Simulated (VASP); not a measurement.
A run of VASP 6.6.1 is set up as follows.

INCAR

```
PREC = Accurate
ENCUT = 520
EDIFF = 1E-8
ISMEAR = -1
SIGMA = 0.05
LREAL = False
LASPH = True
NELM = 60
ALGO = Normal
ISIF = 2
LWAVE = False
LCHARG = False
GGA = CA
LEFG = True
NBANDS = 14
```

The input KPOINTS:

```
regular mesh
0
Gamma
  15 15 15
```

Contents of POSCAR:

```
HfB
1.0
    0.0000000000      2.3252984591      2.3252984591
    2.3252984591      0.0000000000      2.3252984591
    2.3252984591      2.3252984591      0.0000000000
Hf B
1 1
Direct
    0.5000000000      0.5000000000      0.5000000000
    0.0000000000      0.0000000000      0.0000000000
```

Potentials or basis: VASP PAW LDA potentials, release 64 (Hf_pv, B).

Run with:

```sh
$ cat potpaw_LDA.64/Hf_pv/POTCAR potpaw_LDA.64/B/POTCAR > POTCAR
$ mpirun -np 1 vasp_std > vasp.out
```

Estimate the band gap on the k mesh.

zero (an odd number of electrons rules out a gap without spin polarisation).

Predict the pressure.

14.9 GPa.

Caveat: the cell stands under pressure; spin-orbit coupling is left out, which moves the levels of the heavy elements.
